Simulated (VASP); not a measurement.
# In (C2/m) in VASP: single point with PBE

Aim: the single point of In with PBE.

Program: VASP 6.6.1. These are calculated values, not measurements. Logs are shortened: lines on timing, memory, paths and dates and some standing lists are left out, and cuts for length are marked.

### 1 The cell of the first run

The structure is monoclinic, space group C2/m (No. 12). Conventional cell: a = 4.718 Å, b = 4.755 Å, c = 3.384 Å, α = 90.00°, β = 133.67°, γ = 90.00°. In (site symmetry 2/m) has 12 In at 3.35 to 3.41 Å within 4.4 Å.

### 2 Single point, PBE

INCAR

```
ALGO = Normal
EDIFF = 1E-6
ENCUT = 520
GGA = PE
ISIF = 2
ISMEAR = 0
LASPH = T
LCHARG = F
LREAL = F
LWAVE = F
NBANDS = 12
NELM = 100
PREC = Accurate
SIGMA = 0.1
```

KPOINTS

```
k-points
0
Gamma
  20 20 22
```

POSCAR

```
In
1.0
    2.3499637574     -2.3775690287     -0.2058421386
    2.3499637574      2.3775690287     -0.2058421386
   -2.1585968637      0.0000000000      2.6458147126
In
1
Direct
    0.0000000000      0.0000000000      0.5000000000
```

Potentials or basis: VASP PAW PBE potentials, release 64 (In_d).

Run with:

```
> cat potpaw_PBE.64/In_d/POTCAR > POTCAR
> mpirun -np 1 vasp_std > vasp.out
```

OUTCAR:

```text
EDIFF = 1E-6
   ENCUT = 520
   GGA = PE
   ISIF = 2
   ISMEAR = 0
   LASPH = T
   LREAL = F
   NELM = 100
   PREC = Accurate

 ion  position               nearest neighbor table
   1  0.000  0.000  0.500-

  Warning from LATTYP: Got some problem with cell dimensions!
  Tried to take original basis but could not verify dimensions!
  LATTYP: Found a base centered monoclinic cell.
 ALAT       =     4.7179235463
 B/A-ratio  =     1.0078879004
 C/A-ratio  =     0.7172097093
 COS(beta)  =    -0.6905634620

  Lattice vectors:

 A1 = (  -2.3499637574,   2.3775690287,   0.2058421386)
 A2 = (  -2.3499637574,  -2.3775690287,   0.2058421386)
 A3 = (   2.5413306511,   0.0000000000,   2.2341304354)

Analysis of symmetry for initial positions (statically):
=====================================================================
 Subroutine PRICEL returns:
 Original cell was already a primitive cell.

 Routine SETGRP: Setting up the symmetry group for a
 base centered monoclinic supercell.

 Subroutine GETGRP returns: Found  4 space group operations
 (whereof  4 operations were pure point group operations)
 out of a pool of  4 trial point group operations.

The static configuration has the point symmetry C_2h.

Analysis of symmetry for dynamics (positions and initial velocities):
=====================================================================
 Subroutine PRICEL returns:
 Original cell was already a primitive cell.

 Routine SETGRP: Setting up the symmetry group for a
 base centered monoclinic supercell.

 Subroutine GETGRP returns: Found  4 space group operations
 (whereof  4 operations were pure point group operations)
 out of a pool of  4 trial point group operations.

The dynamic configuration has the point symmetry C_2h.

 Subroutine INISYM returns: Found  4 space group operations
 (whereof  4 operations are pure point group operations),
 and found     1 'primitive' translations

----------------------------------------------------------------------------------------

                                     Primitive cell

  volume of cell :      27.4525

  direct lattice vectors                    reciprocal lattice vectors
     2.349963757 -2.377569029 -0.205842139     0.229144761 -0.210298836  0.186948527
     2.349963757  2.377569029 -0.205842139     0.229144761  0.210298836  0.186948527
    -2.158596864  0.000000000  2.645814713     0.035654536  0.000000000  0.407044289

  length of vectors
     3.349258893  3.349258893  3.414656046     0.362881074  0.362881074  0.408602863

  position of ions in fractional coordinates (direct lattice)
     0.000000000  0.000000000  0.500000000

  ion indices of the primitive-cell ions
   primitive index   ion index
                 1           1

----------------------------------------------------------------------------------------

 KPOINTS: k-points

Automatic generation of k-mesh.
 Grid dimensions read from file:
 generate k-points for:   20   20   22

 Generating k-lattice:

  Cartesian coordinates                     Fractional coordinates (reciprocal lattice)
     0.011457238 -0.010514942  0.009347426     0.050000000  0.000000000 -0.000000000
     0.011457238  0.010514942  0.009347426     0.000000000  0.050000000 -0.000000000
     0.001620661  0.000000000  0.018502013     0.000000000  0.000000000  0.045454545

  Length of vectors
     0.018144054  0.018144054  0.018572857

  Shift w.r.t. Gamma in fractional coordinates (k-lattice)
     0.000000000  0.000000000  0.000000000

 Subroutine IBZKPT returns following result:
 ===========================================

 Found   2322 irreducible k-points:

 Following reciprocal coordinates:
            Coordinates               Weight
  0.000000  0.000000  0.000000      1.000000
  0.050000  0.000000  0.000000      4.000000
  0.100000 -0.000000  0.000000      4.000000
  0.150000  0.000000  0.000000      4.000000
  0.200000 -0.000000  0.000000      4.000000
  0.250000  0.000000  0.000000      4.000000
[... 16 lines left out ...]
 -0.400000  0.050000 -0.000000      4.000000
 -0.350000  0.050000  0.000000      4.000000
 [... further k-points ...]
   k-points           NKPTS =   2322   k-points in BZ     NKDIM =   2322   number of bands    NBANDS=     12
   number of dos      NEDOS =    301   number of ions     NIONS =      1
   total plane-waves  NPLWV =  21952
   dimension x,y,z NGX =    28 NGY =   28 NGZ =   28
   dimension x,y,z NGXF=    56 NGYF=   56 NGZF=   56
   ions per type =               1
   NGX,Y,Z   is equivalent  to a cutoff of  13.90, 13.90, 13.63 a.u.
   NGXF,Y,Z  is equivalent  to a cutoff of  27.80, 27.80, 27.26 a.u.
 SYSTEM =  unknown system
   PREC   = accura    normal or accurate (medium, high low for compatibility)
   ISTART =      0    job   : 0-new  1-cont  2-samecut
   ICHARG =      2    charge: 1-file 2-atom 10-const
   ISPIN  =      1    spin polarized calculation?
   LNONCOLLINEAR =      F non collinear calculations
   LSORBIT =      F    spin-orbit coupling
   LASPH  =      T    aspherical Exc in radial PAW
   ENCUT  =  520.0 eV  38.22 Ry    6.18 a.u.   6.23  6.23  6.35*2*pi/ulx,y,z
   NELM   =    100;   NELMIN=  2; NELMDL= -5     # of ELM steps
   EDIFF  = 0.1E-05   stopping-criterion for ELM
   LREAL  =      F    real-space projection
   EDIFFG = 0.1E-04   stopping-criterion for IOM
   NSW    =      0    number of steps for IOM
   IBRION =     -1    ionic relax: 0-MD 1-quasi-New 2-CG
   NFREE  =      0    steps in history (QN), initial steepest desc. (CG)
   ISIF   =      2    stress and relaxation
   ISYM   =      2    0-nonsym 1-usesym 2-fastsym
   POTIM  = 0.5000    time-step for ionic-motion
   TEBEG  =    0.0;   TEEND  =   0.0 temperature during run
   PSTRESS=    0.0 pullay stress
   NELECT =      13.0000    total number of electrons
   NUPDOWN=      -1.0000    fix difference up-down
   EMIN   =  10.00;   EMAX   =-10.00  energy-range for DOS
   EFERMI =   0.00;   METHOD = LEGACY
   ISMEAR =     0;   SIGMA  =   0.10  broadening in eV -4-tet -1-fermi 0-gaus
   EFERMI_NEDOS =   21; number of points for ismear=-14 and -15
   IALGO  =     38    algorithm
   IMIX   =      4    mixing-type and parameters
     AMIX     =   0.40;   BMIX     =  1.00
     AMIX_MAG =   1.60;   BMIX_MAG =  1.00
  volume/ion in A,a.u.               =      27.45       185.26
  Fermi-wavevector in a.u.,A,eV,Ry     =   1.276033  2.411352 22.153808  1.628259
  Thomas-Fermi vector in A             =   2.408711
   LORBIT       =      0    0 simple, 1 ext, 2 COOP (PROOUT), +10 PAW based schemes
   GGA     = PE    functional components
   LHFCALC =     F    Hartree Fock is set to
   AEXX    =    0.0000 exact exchange contribution
   IVDW    =     0    specifies the selected vdW correction
   LEPSILON=     F    determine dielectric tensor
   LRPA    =     F    only Hartree local field effects (RPA)
 non-spin polarized calculation
 Gauss-broadening in eV      SIGMA  =   0.10
  energy-cutoff  :      520.00
  volume of cell :       27.45
 maximum number of plane-waves:       754
 NGX is ok and might be reduce to    28
   NGX = 13   NGY = 13   NGZ = 13

 number of electron      12.9999997 magnetization

 Free energy of the ion-electron system (eV)
  ---------------------------------------------------
  ext. energy  EPLUGINS =         0.00000000
  ---------------------------------------------------
  free energy    TOTEN  =        -2.56166602 eV

  energy without entropy =       -2.55962601  energy(sigma->0) =       -2.56064602

 E-fermi :   6.9973     XC(G=0): -10.0267

 val. band max:        6.9942702222   @ k =  -0.4000   0.4000   0.2727
 cond. band min:       6.9991017314   @ k =   0.2500   0.0000   0.3636
 fundamental gap:      0.0048315091
 Fermi energy:         6.9972997304

 k-point     1 :       0.0000    0.0000    0.0000
  band No.  band energies     occupation
      1      -7.6277      2.00000
      2      -7.5916      2.00000
      3      -7.5822      2.00000
      4      -7.4717      2.00000
      5      -7.4307      2.00000
      6      -2.2300      2.00000
      7      17.0184      0.00000
      8      17.1101      0.00000
      9      17.2691      0.00000
     10      18.4260      0.00000
     11      20.4640      0.00000
     12      20.6002      0.00000

 k-point     2 :       0.0500    0.0000    0.0000
  band No.  band energies     occupation
      1      -7.6245      2.00000
      2      -7.5892      2.00000
      3      -7.5802      2.00000
      4      -7.4719      2.00000
      5      -7.4317      2.00000
      6      -2.1771      2.00000
      7      16.5023      0.00000
      8      16.9246      0.00000
      9      17.0641      0.00000
     10      18.2357      0.00000
     11      20.6381      0.00000
     12      20.7960      0.00000

 k-point     3 :       0.1000   -0.0000    0.0000
  band No.  band energies     occupation
      1      -7.6172      2.00000
      2      -7.5852      2.00000
      3      -7.5715      2.00000
      4      -7.4713      2.00000
      5      -7.4339      2.00000
      6      -2.0177      2.00000
      7      15.0000      0.00000
      8      16.6560      0.00000
      9      16.8162      0.00000
     10      18.1139      0.00000
     11      21.0814      0.00000
     12      21.2492      0.00000

 k-point     4 :       0.1500    0.0000    0.0000
  band No.  band energies     occupation
      1      -7.6120      2.00000
      2      -7.5805      2.00000
      3      -7.5582      2.00000
      4      -7.4659      2.00000
      5      -7.4344      2.00000
      6      -1.7505      2.00000
      7      13.3317      0.00000
      8      16.2999      0.00000
      9      16.5265      0.00000
     10      18.0386      0.00000
     11      21.1612      0.00000
     12      21.7837      0.00000

 k-point     5 :       0.2000   -0.0000    0.0000
  band No.  band energies     occupation
      1      -7.6130      2.00000
      2      -7.5775      2.00000
      3      -7.5474      2.00000
      4      -7.4502      2.00000
      5      -7.4282      2.00000
      6      -1.3737      2.00000
      7      11.6709      0.00000
      8      15.9257      0.00000
      9      16.2381      0.00000
     10      17.9740      0.00000
     11      20.5527      0.00000
     12      21.6065      0.00000
[... 228 lines left out ...]
      1      -7.6466      2.00000
      2      -7.6062      2.00000
      3      -7.5728      2.00000
      4      -7.3256      2.00000
      5      -7.3078      2.00000
      6       2.6802      2.00000
      7       3.9994      2.00000
      8      14.3891      0.00000
      9      14.9326      0.00000
     10      17.2740      0.00000
     11      18.9458      0.00000
     12      19.9888      0.00000

 k-point    22 :      -0.4500    0.0500   -0.0000
  band No.  band energies     occupation
      1      -7.6439      2.00000
      2      -7.6027      2.00000
      3      -7.5700      2.00000
      4      -7.3373      2.00000
      5      -7.3144      2.00000
      6       1.8630      2.00000
      7       4.9912      2.00000
      8      14.3915      0.00000
      9      15.0456      0.00000
     10      17.2868      0.00000
     11      19.1551      0.00000
     12      20.0907      0.00000

 k-point    23 :      -0.4000    0.0500   -0.0000
  band No.  band energies     occupation
      1      -7.6383      2.00000
      2      -7.5962      2.00000
      3      -7.5636      2.00000
      4      -7.3587      2.00000
      5      -7.3311      2.00000
      6       0.9998      2.00000
      7       6.2389      2.00000
      8      14.4408      0.00000
      9      15.2393      0.00000
     10      17.4128      0.00000
     11      19.4507      0.00000
     12      19.9714      0.00000

 k-point    24 :      -0.3500    0.0500    0.0000
  band No.  band energies     occupation
      1      -7.6307      2.00000
      2      -7.5879      2.00000
      3      -7.5551      2.00000
      4      -7.3866      2.00000
      5      -7.3556      2.00000
      6       0.2233      2.00000
      7       7.6072      0.00000
      8      14.5585      0.00000
      9      15.4735      0.00000
     10      17.6501      0.00000
     11      19.7912      0.00000
     12      19.9692      0.00000

 [... further k-points ...]
[... 5 lines left out ...]
  --------------------------------------------------------------------------------------
  -------------------------------------------------------------------------------------
  Total        0.0005747     -0.0010793     -0.0012034      0.0000000      0.0000000      0.0005202
  in kB        0.0335380     -0.0629872     -0.0702314      0.0000000      0.0000000      0.0303609
  external PRESSURE =      -0.0332269 kB  Pullay stress =       0.0000000 kB

 VOLUME and BASIS-vectors are now :
 -----------------------------------------------------------------------------
  energy-cutoff  :      520.00
  volume of cell :       27.45
      direct lattice vectors                 reciprocal lattice vectors
     2.349963757 -2.377569029 -0.205842139     0.229144761 -0.210298836  0.186948527
     2.349963757  2.377569029 -0.205842139     0.229144761  0.210298836  0.186948527
    -2.158596864  0.000000000  2.645814713     0.035654536  0.000000000  0.407044289

 POSITION                                       TOTAL-FORCE (eV/Angst)
 -----------------------------------------------------------------------------------
     -1.07930      0.00000      1.32291         0.000000      0.000000      0.000000
 -----------------------------------------------------------------------------------
    total drift:                               -0.000000      0.000000      0.000000

  FREE ENERGIE OF THE ION-ELECTRON SYSTEM (eV)
  ---------------------------------------------------
  free  energy   TOTEN  =        -2.5616660202 eV

  energy  without entropy=       -2.5596260141  energy(sigma->0) =       -2.56064602
```

Run time: 5.1 min. Hardware: 1 thread of Intel Xeon 6975P-C (Granite Rapids), shared host; peak memory 0.77 GiB.

Results:

* Free energy: -2.5617 eV
* Pressure: 0.0 GPa

Levels at points of the mesh, in eV from the Fermi level:
```csv
k point,band 3,band 4,band 5,band 6,band 7,band 8,band 9,band 10
"(0.00, 0.00, 0.00)",-14.58,-14.47,-14.43,-9.23,10.02,10.11,10.27,11.43
"(0.50, 0.00, 0.00)",-14.57,-14.32,-14.30,-4.25,-3.17,7.66,8.34,10.77
"(0.50, 0.50, 0.00)",-14.32,-14.29,-14.26,-2.07,-2.00,3.68,4.00,6.98
"(0.00, 0.00, 0.50)",-14.32,-14.28,-14.28,-2.55,-2.28,4.20,4.24,7.46
"(0.50, 0.00, 0.50)",-14.57,-14.32,-14.30,-4.35,-3.20,7.80,8.43,10.83
"(0.50, 0.50, 0.50)",-14.32,-14.29,-14.26,-1.94,-1.92,3.65,3.82,6.89
```

Caveat: spin-orbit coupling is left out, which moves the levels of the heavy elements.
